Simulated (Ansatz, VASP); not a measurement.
NiO2: VASP beside Ansatz

Contents of INCAR:

```
ALGO = Normal ; EDIFF = 1E-6
ENCUT = 600 ; GGA_COMPAT = F
ISIF = 2 ; ISMEAR = 0
LASPH = T ; LCHARG = F
LREAL = F ; LWAVE = F
NBANDS = 22 ; NELM = 120
PREC = Accurate ; SIGMA = 0.05
```

The input KPOINTS:

```
k-points
0
Gamma
  12 12 6
```

Contents of POSCAR:

```
NiO2
1.0
    2.6525108924      0.0000000000      0.0000000000
   -1.3262554462      2.2971418167      0.0000000000
    0.0000000000      0.0000000000      4.5631144882
Ni O
1 2
Direct
    0.0000000000      0.0000000000      0.5000000000
    0.6666666667      0.3333333333      0.6829609091
    0.3333333333      0.6666666667      0.3170390909
```

Input for Ansatz:

```yaml
crystal:
  lattice:
    - [2.6525108924, 0.0, 0.0]
    - [-1.3262554462, 2.2971418167, 0.0]
    - [0.0, 0.0, 4.5631144882]
  atoms:
    - { symbol: Ni, position: [0.0, 0.0, 0.5] }
    - { symbol: O, position: [0.6666666667, 0.3333333333, 0.6829609091] }
    - { symbol: O, position: [0.3333333333, 0.6666666667, 0.3170390909] }
basis:
  ecutwfc: 520.0
kpoints:
  mp_grid: { grid: [12, 12, 6] }
hamiltonian:
  xc: lda
  pseudopotentials: { kind: paw }
scf:
  occupations: { method: gaussian, width: 0.05 }
output:
  forces: true
  stress: true
  eigenvalues: true
```

Alike in both runs: task single point; functional LDA; k mesh 12 × 12 × 6; occupations gaussian, width 0.05 eV; no spin polarisation.

|  | VASP | Ansatz |
| --- | --- | --- |
| version | VASP 6.6.1 | Ansatz 0.2.0 |
| potentials or method | VASP PAW LDA potentials, release 64 (Ni_sv_GW, O), cutoff 600 eV | scalar-relativistic, plane waves, PAW |
| valence electrons in the cell | 30 | 30 |

```csv
,VASP,Ansatz,Ansatz less VASP
gap on the k mesh at the Fermi level (eV),1.14,1.16,+0.019
least direct gap on the mesh (eV),1.62,1.64,+0.013
rms of the force components (eV/Å),1.771,1.689,-0.0824
```

LDA's correlation is that of Perdew and Zunger in VASP and of Perdew and Wang (1992) in Ansatz. Atom by atom the forces differ by 0.082 eV/Å (rms over components).
